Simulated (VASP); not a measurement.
# CO2 (Pa-3) in VASP: a series of runs

CO2 is run at these levels: PBE; tasks: relaxation of the atoms, single point.

Everything below comes from runs of VASP 6.6.1. Logs are shortened: lines on timing, memory, paths and dates and some standing lists are left out, and cuts for length are marked.

### Step 1. The cell of the first run

The structure is cubic, space group Pa-3 (No. 205). Conventional cell: a = 5.620 Å, b = 5.620 Å, c = 5.620 Å, α = 90.00°, β = 90.00°, γ = 90.00°. C (site symmetry -3) has 2 O at 1.05 Å within 1.4 Å. Within 1.4 Å of O (site symmetry 3) lie 1 C at 1.05 Å.

### Step 2. Relaxation of the atoms, PBE

INCAR reads:

```
SYSTEM = CO2
  ALGO = Normal
  EDIFF = 1E-7
  EDIFFG = -0.02
  ENCUT = 520
  GGA = PE
  IBRION = 2
  ISIF = 2
  ISMEAR = -1
  LASPH = .TRUE.
  LCHARG = .FALSE.
  LREAL = .FALSE.
  LWAVE = .FALSE.
  NELM = 60
  NSW = 80
  PREC = Accurate
  SIGMA = 0.02
```

KPOINTS reads:

```
k-points
0
G
  4 4 4
  0 0 0
```

POSCAR reads:

```
CO2
1.0
    5.6200000000      0.0000000000      0.0000000000
    0.0000000000      5.6200000000      0.0000000000
    0.0000000000      0.0000000000      5.6200000000
C O
4 8
Direct
    0.0000000000      0.0000000000      0.0000000000
    0.5000000000      0.0000000000      0.5000000000
    0.5000000000      0.5000000000      0.0000000000
    0.0000000000      0.5000000000      0.5000000000
    0.1080000000      0.1080000000      0.1080000000
    0.3920000000      0.8920000000      0.6080000000
    0.6080000000      0.3920000000      0.8920000000
    0.8920000000      0.6080000000      0.3920000000
    0.8920000000      0.8920000000      0.8920000000
    0.6080000000      0.1080000000      0.3920000000
    0.3920000000      0.6080000000      0.1080000000
    0.1080000000      0.3920000000      0.6080000000
```

Potentials or basis: VASP PAW PBE potentials, release 64 (C, O).

On the command line:

```console
> cat potpaw_PBE.64/C/POTCAR potpaw_PBE.64/O/POTCAR > POTCAR
> mpirun -np 1 vasp_std > vasp.out
```

OUTCAR:

```text
SYSTEM = CO2
   EDIFF = 1E-7
   EDIFFG = -0.02
   ENCUT = 520
   GGA = PE
   IBRION = 2
   ISIF = 2
   ISMEAR = -1
   LASPH = .TRUE.
   LREAL = .FALSE.
   NELM = 60
   NSW = 80
   PREC = Accurate

 ion  position               nearest neighbor table
   1  0.000  0.000  0.000-   5 1.05   9 1.05
   2  0.500  0.000  0.500-   6 1.05  10 1.05
   3  0.500  0.500  0.000-   7 1.05  11 1.05
   4  0.000  0.500  0.500-   8 1.05  12 1.05
   5  0.108  0.108  0.108-   1 1.05
   6  0.392  0.892  0.608-   2 1.05
   7  0.608  0.392  0.892-   3 1.05
   8  0.892  0.608  0.392-   4 1.05
   9  0.892  0.892  0.892-   1 1.05
  10  0.608  0.108  0.392-   2 1.05
  11  0.392  0.608  0.108-   3 1.05
  12  0.108  0.392  0.608-   4 1.05

  LATTYP: Found a simple cubic cell.
 ALAT       =     5.6200000000

  Lattice vectors:

 A1 = (   5.6200000000,   0.0000000000,   0.0000000000)
 A2 = (   0.0000000000,   5.6200000000,   0.0000000000)
 A3 = (   0.0000000000,   0.0000000000,   5.6200000000)

Analysis of symmetry for initial positions (statically):
=====================================================================
 Subroutine PRICEL returns:
 Original cell was already a primitive cell.

 Routine SETGRP: Setting up the symmetry group for a
 simple cubic supercell.

 Subroutine GETGRP returns: Found 24 space group operations
 (whereof  6 operations were pure point group operations)
 out of a pool of 48 trial point group operations.

The static configuration has the point symmetry S_6 .
 The point group associated with its full space group is T_h .

Analysis of symmetry for dynamics (positions and initial velocities):
=====================================================================
 Subroutine PRICEL returns:
 Original cell was already a primitive cell.

 Routine SETGRP: Setting up the symmetry group for a
 simple cubic supercell.

 Subroutine GETGRP returns: Found 24 space group operations
 (whereof  6 operations were pure point group operations)
 out of a pool of 48 trial point group operations.

The dynamic configuration has the point symmetry S_6 .
 The point group associated with its full space group is T_h .

 Subroutine INISYM returns: Found 24 space group operations
 (whereof  6 operations are pure point group operations),
 and found     1 'primitive' translations

----------------------------------------------------------------------------------------

                                     Primitive cell

  volume of cell :     177.5043

  direct lattice vectors                    reciprocal lattice vectors
     5.620000000  0.000000000  0.000000000     0.177935943  0.000000000  0.000000000
     0.000000000  5.620000000  0.000000000     0.000000000  0.177935943  0.000000000
     0.000000000  0.000000000  5.620000000     0.000000000  0.000000000  0.177935943

  length of vectors
     5.620000000  5.620000000  5.620000000     0.177935943  0.177935943  0.177935943

  position of ions in fractional coordinates (direct lattice)
     0.000000000  0.000000000  0.000000000
     0.500000000  0.000000000  0.500000000
     0.500000000  0.500000000  0.000000000
     0.000000000  0.500000000  0.500000000
     0.108000000  0.108000000  0.108000000
     0.392000000  0.892000000  0.608000000
     0.608000000  0.392000000  0.892000000
     0.892000000  0.608000000  0.392000000
     0.892000000  0.892000000  0.892000000
     0.608000000  0.108000000  0.392000000
     0.392000000  0.608000000  0.108000000
     0.108000000  0.392000000  0.608000000

  ion indices of the primitive-cell ions
   primitive index   ion index
                 1           1
                 2           2
                 3           3
                 4           4
                 5           5
                 6           6
                 7           7
                 8           8
                 9           9
                10          10
                11          11
                12          12

----------------------------------------------------------------------------------------

 KPOINTS: k-points

Automatic generation of k-mesh.
 Grid dimensions read from file:
 generate k-points for:    4    4    4

 Generating k-lattice:

  Cartesian coordinates                     Fractional coordinates (reciprocal lattice)
     0.044483986  0.000000000  0.000000000     0.250000000  0.000000000  0.000000000
     0.000000000  0.044483986  0.000000000     0.000000000  0.250000000  0.000000000
     0.000000000  0.000000000  0.044483986     0.000000000  0.000000000  0.250000000

  Length of vectors
     0.044483986  0.044483986  0.044483986

  Shift w.r.t. Gamma in fractional coordinates (k-lattice)
     0.000000000  0.000000000  0.000000000

 Subroutine IBZKPT returns following result:
 ===========================================

 Found     11 irreducible k-points:

 Following reciprocal coordinates:
            Coordinates               Weight
  0.000000  0.000000  0.000000      1.000000
  0.250000  0.000000  0.000000      6.000000
  0.500000  0.000000  0.000000      3.000000
  0.250000  0.250000  0.000000     12.000000
  0.500000  0.250000  0.000000      6.000000
 -0.250000  0.500000  0.000000      6.000000
  0.500000  0.500000  0.000000      3.000000
  0.250000  0.250000  0.250000      8.000000
  0.500000  0.250000  0.250000     12.000000
  0.500000  0.500000  0.250000      6.000000
  0.500000  0.500000  0.500000      1.000000
   k-points           NKPTS =     11   k-points in BZ     NKDIM =     11   number of bands    NBANDS=     39
   number of dos      NEDOS =    301   number of ions     NIONS =     12
   total plane-waves  NPLWV =  74088
   dimension x,y,z NGX =    42 NGY =   42 NGZ =   42
   dimension x,y,z NGXF=    84 NGYF=   84 NGZF=   84
   ions per type =               4   8
   NGX,Y,Z   is equivalent  to a cutoff of  12.42, 12.42, 12.42 a.u.
   NGXF,Y,Z  is equivalent  to a cutoff of  24.85, 24.85, 24.85 a.u.
 SYSTEM =  CO2
   PREC   = accura    normal or accurate (medium, high low for compatibility)
   ISTART =      0    job   : 0-new  1-cont  2-samecut
   ICHARG =      2    charge: 1-file 2-atom 10-const
   ISPIN  =      1    spin polarized calculation?
   LNONCOLLINEAR =      F non collinear calculations
   LSORBIT =      F    spin-orbit coupling
   LASPH  =      T    aspherical Exc in radial PAW
   ENCUT  =  520.0 eV  38.22 Ry    6.18 a.u.  10.45 10.45 10.45*2*pi/ulx,y,z
   NELM   =     60;   NELMIN=  2; NELMDL= -5     # of ELM steps
   EDIFF  = 0.1E-06   stopping-criterion for ELM
   LREAL  =      F    real-space projection
   EDIFFG = -.2E-01   stopping-criterion for IOM
   NSW    =     80    number of steps for IOM
   IBRION =      2    ionic relax: 0-MD 1-quasi-New 2-CG
   NFREE  =      1    steps in history (QN), initial steepest desc. (CG)
   ISIF   =      2    stress and relaxation
   ISYM   =      2    0-nonsym 1-usesym 2-fastsym
   POTIM  = 0.5000    time-step for ionic-motion
   TEBEG  =    0.0;   TEEND  =   0.0 temperature during run
   PSTRESS=    0.0 pullay stress
   NELECT =      64.0000    total number of electrons
   NUPDOWN=      -1.0000    fix difference up-down
   EMIN   =  10.00;   EMAX   =-10.00  energy-range for DOS
   EFERMI =   0.00;   METHOD = LEGACY
   ISMEAR =    -1;   SIGMA  =   0.02  broadening in eV -4-tet -1-fermi 0-gaus
   EFERMI_NEDOS =   21; number of points for ismear=-14 and -15
   IALGO  =     38    algorithm
   IMIX   =      4    mixing-type and parameters
     AMIX     =   0.40;   BMIX     =  1.00
     AMIX_MAG =   1.60;   BMIX_MAG =  1.00
  volume/ion in A,a.u.               =      14.79        99.82
  Fermi-wavevector in a.u.,A,eV,Ry     =   1.165195  2.201899 18.472341  1.357679
  Thomas-Fermi vector in A             =   2.301723
   LORBIT       =      0    0 simple, 1 ext, 2 COOP (PROOUT), +10 PAW based schemes
   GGA     = PE    functional components
   LHFCALC =     F    Hartree Fock is set to
   AEXX    =    0.0000 exact exchange contribution
   IVDW    =     0    specifies the selected vdW correction
   LEPSILON=     F    determine dielectric tensor
   LRPA    =     F    only Hartree local field effects (RPA)
 conjugate gradient relaxation of ions
 non-spin polarized calculation
  energy-cutoff  :      520.00
  volume of cell :      177.50
 maximum number of plane-waves:      4801
 NGX is ok and might be reduce to    42
   NGX = 21   NGY = 21   NGZ = 21

--------------------------------------- Ionic step        1  -------------------------------------------

 number of electron      63.9999945 magnetization

 Free energy of the ion-electron system (eV)
  ---------------------------------------------------
  ext. energy  EPLUGINS =         0.00000000
  ---------------------------------------------------
  free energy    TOTEN  =       -83.71559432 eV

  energy without entropy =      -83.71559432  energy(sigma->0) =      -83.71559432

------------------------ aborting loop because EDIFF is reached ----------------------------------------

  FORCE on cell =-STRESS in cart. coord.  units (eV):
  Direction    XX          YY          ZZ          XY          YZ          ZX
  --------------------------------------------------------------------------------------
  -------------------------------------------------------------------------------------
  Total       55.3575257     55.3575257     55.3575257      0.0000000      0.0000000     -0.0000000
  in kB      499.6642831    499.6642831    499.6642831      0.0000000      0.0000000     -0.0000000
  external PRESSURE =     499.6642831 kB  Pullay stress =       0.0000000 kB
[... 119 lines left out ...]
  FREE ENERGIE OF THE ION-ELECTRON SYSTEM (eV)
  ---------------------------------------------------
  free  energy   TOTEN  =       -44.1705460047 eV

  energy  without entropy=      -44.1680392477  energy(sigma->0) =      -44.16929263

[... ionic steps 4 to 18 ...]

--------------------------------------- Ionic step       19  -------------------------------------------

 number of electron      63.9999956 magnetization

------------------------ aborting loop because EDIFF is reached ----------------------------------------

  FORCE on cell =-STRESS in cart. coord.  units (eV):
  Direction    XX          YY          ZZ          XY          YZ          ZX
  --------------------------------------------------------------------------------------
  -------------------------------------------------------------------------------------
  Total        1.6193911      1.6193911      1.6193911     -0.0000000     -0.0000000     -0.0000000
  in kB       14.6168364     14.6168364     14.6168364     -0.0000000     -0.0000000     -0.0000000
  external PRESSURE =      14.6168364 kB  Pullay stress =       0.0000000 kB
[... 77 lines left out ...]
  energy  without entropy=      -92.1430913828  energy(sigma->0) =      -92.14309138

--------------------------------------- Ionic step       21  -------------------------------------------

 number of electron      63.9999958 magnetization

 Free energy of the ion-electron system (eV)
  ---------------------------------------------------
  ext. energy  EPLUGINS =         0.00000000
  ---------------------------------------------------
  free energy    TOTEN  =       -92.14343455 eV

  energy without entropy =      -92.14343455  energy(sigma->0) =      -92.14343455

 E-fermi :  -3.2114     XC(G=0):  -7.8553

 val. band max:       -3.6501454284   @ k =   0.0000   0.0000   0.0000
 cond. band min:       3.0652640693   @ k =   0.0000   0.0000   0.0000
 fundamental gap:      6.7154094977
 Fermi energy:        -3.2113612220

 k-point     1 :       0.0000    0.0000    0.0000
  band No.  band energies     occupation
      1     -24.1819      2.00000
      2     -23.9727      2.00000
      3     -23.9727      2.00000
      4     -23.9727      2.00000
      5     -23.0420      2.00000
      6     -23.0420      2.00000
[... 490 lines left out ...]
  FREE ENERGIE OF THE ION-ELECTRON SYSTEM (eV)
  ---------------------------------------------------
  free  energy   TOTEN  =       -92.1434345542 eV

  energy  without entropy=      -92.1434345542  energy(sigma->0) =      -92.14343455

 reached required accuracy - stopping structural energy minimisation
```

It took 11 min on 1 thread of Intel Xeon Platinum 8488C (Sapphire Rapids), shared host; peak memory 0.26 GiB.

What came out:

```
Free energy                  : -92.1434 eV
Pressure after relaxing      : 1.1 GPa
Largest force after relaxing : 0.020 eV/Å
Band gap on the k mesh       : 6.72 eV
```

Forces on the atoms (eV/Å):
```
C    0.000  0.000  0.000
C    0.000  0.000  0.000
C    0.000  0.000  0.000
C    0.000  0.000  0.000
O    0.011  0.011  0.011
O   -0.011 -0.011  0.011
O    0.011 -0.011 -0.011
O   -0.011  0.011 -0.011
O   -0.011 -0.011 -0.011
O    0.011  0.011 -0.011
O   -0.011  0.011  0.011
O    0.011 -0.011  0.011
```

Final structure:
```yaml
crystal:
  lattice:
    - [5.62000, 0.00000, 0.00000]
    - [0.00000, 5.62000, 0.00000]
    - [0.00000, 0.00000, 5.62000]
  atoms:
    - { symbol: C, position: [0.00000, 0.00000, 0.00000] }
    - { symbol: C, position: [0.50000, 0.00000, 0.50000] }
    - { symbol: C, position: [0.50000, 0.50000, 0.00000] }
    - { symbol: C, position: [0.00000, 0.50000, 0.50000] }
    - { symbol: O, position: [0.12063, 0.12063, 0.12063] }
    - { symbol: O, position: [0.37937, 0.87937, 0.62063] }
    - { symbol: O, position: [0.62063, 0.37937, 0.87937] }
    - { symbol: O, position: [0.87937, 0.62063, 0.37937] }
    - { symbol: O, position: [0.87937, 0.87937, 0.87937] }
    - { symbol: O, position: [0.62063, 0.12063, 0.37937] }
    - { symbol: O, position: [0.37937, 0.62063, 0.12063] }
    - { symbol: O, position: [0.12063, 0.37937, 0.62063] }
```

Caveat: this functional lacks dispersion, which holds the molecules together, so the pressure and a relaxed volume are unreliable.

### Step 3. Single point, PBE

INCAR reads:

```
SYSTEM = CO2
PREC     = Accurate       ! precision mode
ENCUT    = 1340           ! plane-wave cutoff, eV
EDIFF    = 1E-6           ! SCF threshold, eV
ISMEAR   = -1             ! smearing method
SIGMA    = 0.02           ! smearing width, eV
LREAL    = .FALSE.        ! projectors in reciprocal space
LASPH    = .TRUE.         ! aspherical terms in the spheres
NELM     = 120            ! most SCF steps
ALGO     = Normal         ! electronic algorithm
ISIF     = 2              ! what is computed and relaxed
LWAVE    = .FALSE.        ! write WAVECAR
LCHARG   = .TRUE.         ! write CHGCAR
GGA      = PE             ! functional
LELF     = .TRUE.         ! ELF
LVHAR    = .TRUE.       
NBANDS   = 44             ! bands
GGA_COMPAT= .FALSE.
```

KPOINTS reads:

```
regular mesh
0
G
  4 4 4
  0 0 0
```

POSCAR reads:

```
CO2
1.0
    5.6200000000      0.0000000000      0.0000000000
    0.0000000000      5.6200000000      0.0000000000
    0.0000000000      0.0000000000      5.6200000000
C O
4 8
Direct
    0.0000000000      0.0000000000      0.0000000000
    0.5000000000      0.0000000000      0.5000000000
    0.5000000000      0.5000000000      0.0000000000
    0.0000000000      0.5000000000      0.5000000000
    0.1200167708      0.1200167708      0.1200167708
    0.3799832292      0.8799832292      0.6200167708
    0.6200167708      0.3799832292      0.8799832292
    0.8799832292      0.6200167708      0.3799832292
    0.8799832292      0.8799832292      0.8799832292
    0.6200167708      0.1200167708      0.3799832292
    0.3799832292      0.6200167708      0.1200167708
    0.1200167708      0.3799832292      0.6200167708
```

Potentials or basis: VASP PAW PBE potentials, release 64 (C_h, O_h).

On the command line:

```console
> cat potpaw_PBE.64/C_h/POTCAR potpaw_PBE.64/O_h/POTCAR > POTCAR
> mpirun -np 1 vasp_std > vasp.out
```

It took 6.6 min on 1 thread of Intel Xeon Platinum 8488C (Sapphire Rapids), shared host; peak memory 0.82 GiB.

It converged, with:

```
Free energy            : -93.2005 eV
Pressure               : 1.1 GPa
Largest force          : 0.019 eV/Å
Band gap on the k mesh : 6.79 eV
```

Forces on the atoms (eV/Å):
```
C    0.000  0.000  0.000
C    0.000  0.000  0.000
C    0.000  0.000  0.000
C    0.000  0.000  0.000
O    0.011  0.011  0.011
O   -0.011 -0.011  0.011
O    0.011 -0.011 -0.011
O   -0.011  0.011 -0.011
O   -0.011 -0.011 -0.011
O    0.011  0.011 -0.011
O   -0.011  0.011  0.011
O    0.011 -0.011  0.011
```

Levels at points of the mesh, in eV from the valence-band top:
```csv
k point,band 29,band 30,band 31,band 32,band 33,band 34,band 35,band 36
"(0.00, 0.00, 0.00)",-0.19,-0.19,0.00,0.00,6.79,8.04,8.04,8.04
"(0.50, 0.00, 0.00)",-0.29,-0.29,-0.07,-0.07,7.98,7.98,8.18,8.18
"(0.50, 0.50, 0.00)",-0.27,-0.27,-0.27,-0.27,7.98,7.98,7.98,7.98
"(0.50, 0.50, 0.50)",-0.31,-0.31,-0.31,-0.31,7.98,7.98,7.98,7.98
```

Caveat: this functional lacks dispersion, which holds the molecules together, so the pressure and a relaxed volume are unreliable.

[end of part 1 of 2]
